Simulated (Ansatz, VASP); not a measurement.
# Two plane-wave programs on Ti

The input INCAR:

```
PREC = Accurate
ENCUT = 520
EDIFF = 1E-6
ISMEAR = -1
SIGMA = 0.1
LREAL = F
LASPH = T
NELM = 100
ALGO = Normal
ISIF = 2
LWAVE = F
LCHARG = F
NBANDS = 12
```

KPOINTS

```
regular mesh
0
Gamma
  14 14 14
```

POSCAR

```
Ti
1.0
    2.5563128606      0.0000000000      0.0000000000
    0.0000000000      2.5563128606      0.0000000000
    0.0000000000      0.0000000000      2.5563128606
Ti
1
Direct
    0.0000000000      0.0000000000      0.0000000000
```

Input for Ansatz:

```yaml
crystal:
  lattice:
    - [2.5563128606, 0.0, 0.0]
    - [0.0, 2.5563128606, 0.0]
    - [0.0, 0.0, 2.5563128606]
  atoms:
    - { symbol: Ti, position: [0.0, 0.0, 0.0] }
hamiltonian:
  xc: lda
  pseudopotentials:
    kind: paw
    azcp:
      Ti: "pseudopotentials/Ti.paw.azcp"
basis:
  ecutwfc: 420
  fft_grid_basis: typed
kpoints:
  mp_grid: { grid: [14, 14, 14], shift: [0, 0, 0] }
magnetization:
  spin_polarized: false
scf:
  occupations: { method: fermi_dirac, width: 0.1 }
  lower_state_search: "off"
output:
  stress: true
```

Alike in both runs: task single point; functional LDA; k mesh 14 × 14 × 14; occupations fermi-dirac, width 0.1 eV; no spin polarisation.

|  | VASP | Ansatz |
| --- | --- | --- |
| version | VASP 6.6.1 | Ansatz 0.2.0 |
| potentials or method | VASP PAW LDA potentials, release 64 (Ti_sv), cutoff 520 eV | plane waves (420 eV) with PAW, scalar-relativistic |
| valence electrons in the cell | 12 | 12 |

|  | VASP | Ansatz | Ansatz less VASP |
| --- | --- | --- | --- |
| pressure (GPa) | -0.1 | -0.2 | -0.02 |

Ansatz warns that its potentials were made for another functional, while VASP's fit it. LDA's correlation is that of Perdew and Zunger in VASP and of Perdew and Wang (1992) in Ansatz.
